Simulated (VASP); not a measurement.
# Be2C (Fm-3m) in VASP: further runs, part 2 of 2

VASP 6.6.1.

## Step 4: Single point, PBE

This run uses another cell than the first one, of 6.63 Å³/atom.

File INCAR:

```
PREC     = Accurate       # precision mode
ENCUT    = 600            # plane-wave cutoff, eV
EDIFF    = 1E-6           # SCF threshold, eV
ISMEAR   = 0              # smearing method
SIGMA    = 0.01           # smearing width, eV
LREAL    = F              # projectors in reciprocal space
LASPH    = T              # aspherical terms in the spheres
NELM     = 120            # most SCF steps
ALGO     = Normal         # electronic algorithm
ISIF     = 2              # what is computed and relaxed
LWAVE    = F              # write WAVECAR
LCHARG   = F              # write CHGCAR
GGA      = PE             # functional
NBANDS   = 11             # bands
GGA_COMPAT= F
```

File KPOINTS:

```
Automatic mesh
0
Gamma
  8 8 8
```

File POSCAR:

```
Be2C
1.0
    0.0000000000      2.1504693608      2.1504693608
    2.1504693608      0.0000000000      2.1504693608
    2.1504693608      2.1504693608      0.0000000000
Be C
2 1
Direct
    0.2500000000      0.2500000000      0.2500000000
    0.7500000000      0.7500000000      0.7500000000
    0.0000000000      0.0000000000      0.0000000000
```

Potentials or basis: VASP PAW PBE potentials, release 64 (Be, C).

On the command line:

```bash
$ cat potpaw_PBE.64/Be/POTCAR potpaw_PBE.64/C/POTCAR > POTCAR
$ mpirun -np 1 vasp_std > vasp.out
```

OUTCAR:

```text
PREC = Accurate
   ENCUT = 600
   EDIFF = 1E-6
   ISMEAR = 0
   LREAL = F
   LASPH = T
   NELM = 120
   ISIF = 2
   GGA = PE

 ion  position               nearest neighbor table
   1  0.250  0.250  0.250-   3 1.86   3 1.86   3 1.86   3 1.86   2 2.15   2 2.15   2 2.15   2 2.15
                             2 2.15   2 2.15
   2  0.750  0.750  0.750-   3 1.86   3 1.86   3 1.86   3 1.86   1 2.15   1 2.15   1 2.15   1 2.15
                             1 2.15   1 2.15
   3  0.000  0.000  0.000-   2 1.86   2 1.86   2 1.86   1 1.86   2 1.86   1 1.86   1 1.86   1 1.86

  LATTYP: Found a face centered cubic cell.
 ALAT       =     4.3009387216

  Lattice vectors:

 A1 = (   0.0000000000,   2.1504693608,   2.1504693608)
 A2 = (   2.1504693608,   0.0000000000,   2.1504693608)
 A3 = (   2.1504693608,   2.1504693608,   0.0000000000)

Analysis of symmetry for initial positions (statically):
=====================================================================
 Subroutine PRICEL returns:
 Original cell was already a primitive cell.

 Routine SETGRP: Setting up the symmetry group for a
 face centered cubic supercell.

 Subroutine GETGRP returns: Found 48 space group operations
 (whereof 48 operations were pure point group operations)
 out of a pool of 48 trial point group operations.

The static configuration has the point symmetry O_h .

Analysis of symmetry for dynamics (positions and initial velocities):
=====================================================================
 Subroutine PRICEL returns:
 Original cell was already a primitive cell.

 Routine SETGRP: Setting up the symmetry group for a
 face centered cubic supercell.

 Subroutine GETGRP returns: Found 48 space group operations
 (whereof 48 operations were pure point group operations)
 out of a pool of 48 trial point group operations.

The dynamic configuration has the point symmetry O_h .

 Subroutine INISYM returns: Found 48 space group operations
 (whereof 48 operations are pure point group operations),
 and found     1 'primitive' translations

----------------------------------------------------------------------------------------

                                     Primitive cell

  volume of cell :      19.8898

  direct lattice vectors                    reciprocal lattice vectors
     0.000000000  2.150469361  2.150469361    -0.232507381  0.232507381  0.232507381
     2.150469361  0.000000000  2.150469361     0.232507381 -0.232507381  0.232507381
     2.150469361  2.150469361  0.000000000     0.232507381  0.232507381 -0.232507381

  length of vectors
     3.041222936  3.041222936  3.041222936     0.402714598  0.402714598  0.402714598

  position of ions in fractional coordinates (direct lattice)
     0.250000000  0.250000000  0.250000000
     0.750000000  0.750000000  0.750000000
     0.000000000  0.000000000  0.000000000

  ion indices of the primitive-cell ions
   primitive index   ion index
                 1           1
                 2           2
                 3           3

----------------------------------------------------------------------------------------

 KPOINTS: Automatic mesh

Automatic generation of k-mesh.
 Grid dimensions read from file:
 generate k-points for:    8    8    8
[... 45 lines left out ...]
 [... further k-points ...]
   k-points           NKPTS =     29   k-points in BZ     NKDIM =     29   number of bands    NBANDS=     11
   number of dos      NEDOS =    301   number of ions     NIONS =      3
   total plane-waves  NPLWV =  13824
   dimension x,y,z NGX =    24 NGY =   24 NGZ =   24
   dimension x,y,z NGXF=    48 NGYF=   48 NGZF=   48
   ions per type =               2   1
   NGX,Y,Z   is equivalent  to a cutoff of  13.12, 13.12, 13.12 a.u.
   NGXF,Y,Z  is equivalent  to a cutoff of  26.24, 26.24, 26.24 a.u.
 SYSTEM =  unknown system
   PREC   = accura    normal or accurate (medium, high low for compatibility)
   ISTART =      0    job   : 0-new  1-cont  2-samecut
   ICHARG =      2    charge: 1-file 2-atom 10-const
   ISPIN  =      1    spin polarized calculation?
   LNONCOLLINEAR =      F non collinear calculations
   LSORBIT =      F    spin-orbit coupling
   LASPH  =      T    aspherical Exc in radial PAW
   ENCUT  =  600.0 eV  44.10 Ry    6.64 a.u.   6.07  6.07  6.07*2*pi/ulx,y,z
   NELM   =    120;   NELMIN=  2; NELMDL= -5     # of ELM steps
   EDIFF  = 0.1E-05   stopping-criterion for ELM
   LREAL  =      F    real-space projection
   EDIFFG = 0.1E-04   stopping-criterion for IOM
   NSW    =      0    number of steps for IOM
   IBRION =     -1    ionic relax: 0-MD 1-quasi-New 2-CG
   NFREE  =      0    steps in history (QN), initial steepest desc. (CG)
   ISIF   =      2    stress and relaxation
   ISYM   =      2    0-nonsym 1-usesym 2-fastsym
   POTIM  = 0.5000    time-step for ionic-motion
   TEBEG  =    0.0;   TEEND  =   0.0 temperature during run
   PSTRESS=    0.0 pullay stress
   NELECT =       8.0000    total number of electrons
   NUPDOWN=      -1.0000    fix difference up-down
   EMIN   =  10.00;   EMAX   =-10.00  energy-range for DOS
   EFERMI =   0.00;   METHOD = LEGACY
   ISMEAR =     0;   SIGMA  =   0.01  broadening in eV -4-tet -1-fermi 0-gaus
   EFERMI_NEDOS =   21; number of points for ismear=-14 and -15
   IALGO  =     38    algorithm
   IMIX   =      4    mixing-type and parameters
     AMIX     =   0.40;   BMIX     =  1.00
     AMIX_MAG =   1.60;   BMIX_MAG =  1.00
  volume/ion in A,a.u.               =       6.63        44.74
  Fermi-wavevector in a.u.,A,eV,Ry     =   1.208449  2.283637 19.869246  1.460348
  Thomas-Fermi vector in A             =   2.344056
   LORBIT       =      0    0 simple, 1 ext, 2 COOP (PROOUT), +10 PAW based schemes
   GGA     = PE    functional components
   LHFCALC =     F    Hartree Fock is set to
   AEXX    =    0.0000 exact exchange contribution
   IVDW    =     0    specifies the selected vdW correction
   LEPSILON=     F    determine dielectric tensor
   LRPA    =     F    only Hartree local field effects (RPA)
 non-spin polarized calculation
 Gauss-broadening in eV      SIGMA  =   0.01
  energy-cutoff  :      600.00
  volume of cell :       19.89
 maximum number of plane-waves:       684
   NGX = 13   NGY = 13   NGZ = 13

 number of electron       8.0000000 magnetization

 Free energy of the ion-electron system (eV)
  ---------------------------------------------------
  ext. energy  EPLUGINS =         0.00000000
  ---------------------------------------------------
  free energy    TOTEN  =       -17.45078833 eV

  energy without entropy =      -17.45078833  energy(sigma->0) =      -17.45078833

 E-fermi :   8.0494     XC(G=0): -11.5154

 val. band max:        7.9213132972   @ k =   0.0000   0.0000   0.0000
 cond. band min:       9.0870978546   @ k =   0.5000   0.5000   0.0000
 fundamental gap:      1.1657845574
 Fermi energy:         8.0494225895

 k-point     1 :       0.0000    0.0000    0.0000
  band No.  band energies     occupation
      1      -7.2631      2.00000
      2       7.9213      2.00000
      3       7.9213      2.00000
      4       7.9213      2.00000
      5      12.0862      0.00000
      6      12.0862      0.00000
      7      12.0862      0.00000
      8      14.8904      0.00000
      9      21.2440      0.00000
     10      21.2440      0.00000
     11      21.2440      0.00000
[... 309 lines left out ...]
 k-point    24 :      -0.3750    0.2500    0.1250
  band No.  band energies     occupation
      1      -3.8904      2.00000
      2      -0.2345      2.00000
      3       3.7501      2.00000
      4       4.4751      2.00000
      5      13.1300      0.00000
      6      14.6202      0.00000
      7      17.8797      0.00000
      8      18.7010      0.00000
      9      20.1997      0.00000
     10      21.8205      0.00000
     11      25.6003      0.00000

 [... further k-points ...]

------------------------ aborting loop because EDIFF is reached ----------------------------------------

  FORCE on cell =-STRESS in cart. coord.  units (eV):
  Direction    XX          YY          ZZ          XY          YZ          ZX
  --------------------------------------------------------------------------------------
  -------------------------------------------------------------------------------------
  Total        0.5283043      0.5283043      0.5283043      0.0000000      0.0000000      0.0000000
  in kB       42.5564100     42.5564100     42.5564100      0.0000000      0.0000000      0.0000000
  external PRESSURE =      42.5564100 kB  Pullay stress =       0.0000000 kB

 VOLUME and BASIS-vectors are now :
 -----------------------------------------------------------------------------
  energy-cutoff  :      600.00
  volume of cell :       19.89
      direct lattice vectors                 reciprocal lattice vectors
     0.000000000  2.150469361  2.150469361    -0.232507381  0.232507381  0.232507381
     2.150469361  0.000000000  2.150469361     0.232507381 -0.232507381  0.232507381
     2.150469361  2.150469361  0.000000000     0.232507381  0.232507381 -0.232507381

 POSITION                                       TOTAL-FORCE (eV/Angst)
 -----------------------------------------------------------------------------------
      1.07523      1.07523      1.07523         0.000000      0.000000      0.000000
      3.22570      3.22570      3.22570        -0.000000     -0.000000     -0.000000
      0.00000      0.00000      0.00000        -0.000000      0.000000     -0.000000
 -----------------------------------------------------------------------------------
    total drift:                               -0.000000     -0.000000     -0.000000

  FREE ENERGIE OF THE ION-ELECTRON SYSTEM (eV)
  ---------------------------------------------------
  free  energy   TOTEN  =       -17.4507883271 eV

  energy  without entropy=      -17.4507883271  energy(sigma->0) =      -17.45078833
```

It took 5.6 s on 1 thread of AMD EPYC 7R13 (Zen 3), shared host; peak memory 0.1 GiB.

Results:

```
Free energy            : -17.4508 eV
Pressure               : 4.3 GPa
Band gap on the k mesh : 1.17 eV (least direct gap 4.16 eV)
```

Levels at points of the mesh, in eV from the valence-band top:
| k point | band 2 | band 3 | band 4 | band 5 | band 6 | band 7 |
| --- | --- | --- | --- | --- | --- | --- |
| (0.00, 0.00, 0.00) | 0.00 | 0.00 | 0.00 | 4.16 | 4.16 | 4.16 |
| (0.50, 0.00, 0.00) | -8.85 | -1.86 | -1.86 | 5.04 | 5.04 | 7.22 |
| (0.50, 0.50, 0.00) | -6.85 | -4.81 | -4.81 | 1.17 | 5.86 | 13.46 |

Caveat: the cell stands under pressure.

## Step 5: Overview

| cell | gap on the mesh (eV) | pressure (GPa) |
| --- | --- | --- |
| a = 2.999 Å, angles 60.0°, 3 atoms | 1.18 | 13.9 |
| a = 3.020 Å, angles 60.0°, 3 atoms | 1.17 | 8.9 |
| a = 3.041 Å, angles 60.0°, 3 atoms | 1.17 | 4.3 |

Alike in all rows: task single point; level PBE; potentials or basis VASP PAW PBE potentials, release 64 (Be, C); no spin polarisation; k mesh 8 × 8 × 8; cutoff (eV) 600; smearing gaussian 0.01 eV.

Caveats: the cell stands under pressure.

Absolute energies hang on the potentials; compare differences alone.
